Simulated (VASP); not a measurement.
Crystal: Fe.

```
CELL_PARAMETERS angstrom
0.00000 1.77750 1.77750
1.77750 0.00000 1.77750
1.77750 1.77750 0.00000
ATOMIC_POSITIONS crystal
Fe 0.00000 0.00000 0.00000
```

Base run:

```yaml
Program: VASP 6.6.1
Functional: PBE
Potentials_or_basis: VASP PAW PBE potentials, release 64 (Fe_sv)
Cutoff: 600 eV
k_mesh: 13 × 13 × 13
Occupations: fermi-dirac, width 0.1 eV
Spin: collinear spin, ferromagnetic start
Starting_moments: "[4.0] μB"
```

Its results: pressure -13.0 GPa; net moment 1.32 μB per cell; site moments Fe +1.32 μB.

Problem. The run is repeated on the same cell with these changes: potentials or basis from VASP PAW PBE potentials, release 64 (Fe_sv) to VASP PAW PBE potentials, release 64 (Fe); cutoff from 600 eV to 520 eV; further incar settings from ALGO = Normal; EDIFF = 1e-06; NBANDS = 18 to ALGO = Normal; EDIFF = 1e-06; NBANDS = 14; valence electrons from 16 to 8. What comes out?

Solution. Pressure -8.9 GPa; net moment 1.42 μB per cell; site moments Fe +1.41 μB.

Caveats: the moment fell far below its start of 4 μB, so a state of higher moment may lie lower in energy (some runs).
